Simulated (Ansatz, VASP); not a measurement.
# One calculation of MgC18, two programs

```
CELL_PARAMETERS angstrom
7.39800 0.00000 0.00000
-3.69900 6.40686 0.00000
0.00000 0.00000 13.00000
ATOMIC_POSITIONS crystal
C 0.00163 0.99698 0.06872
C 0.22251 0.10742 0.06872
C 0.99960 0.33037 0.06870
C 0.22454 0.44284 0.06872
C 0.00169 0.66574 0.06870
C 0.22248 0.77614 0.06869
C 0.33292 0.99701 0.06871
C 0.55790 0.10950 0.06871
C 0.33500 0.33239 0.06873
C 0.55582 0.44280 0.06873
C 0.33495 0.66366 0.06870
C 0.55587 0.77412 0.06871
C 0.66835 0.99907 0.06869
C 0.88914 0.10947 0.06870
C 0.66831 0.33032 0.06872
C 0.88921 0.44076 0.06871
C 0.66628 0.66371 0.06873
C 0.89123 0.77620 0.06871
Mg 0.44471 0.55504 0.37629
```

Alike in both runs: functional PBE; k mesh 2 × 2 × 1; occupations fermi-dirac, width 0.02 eV; no spin polarisation.

Ansatz relaxed the structure, and its values are those at the end. VASP's run is a single point on that final structure, the one shown.

|  | VASP | Ansatz |
| --- | --- | --- |
| version | VASP 6.6.1 | Ansatz 0.2.0 |
| potentials or method | VASP PAW PBE potentials, release 64 (C, Mg), cutoff 520 eV | scalar-relativistic, plane waves, PAW |
| valence electrons in the cell | 74 | 82 |

```csv
,VASP,Ansatz,Ansatz less VASP
rms of the force components (eV/Å),0.007,0.006,-0.0015
```

VASP's potentials hold 74 valence electrons a cell and Ansatz's 82, so a difference there can come from the potentials and not from the codes.

The k mesh is coarse, so the values compare programs but aren't converged.
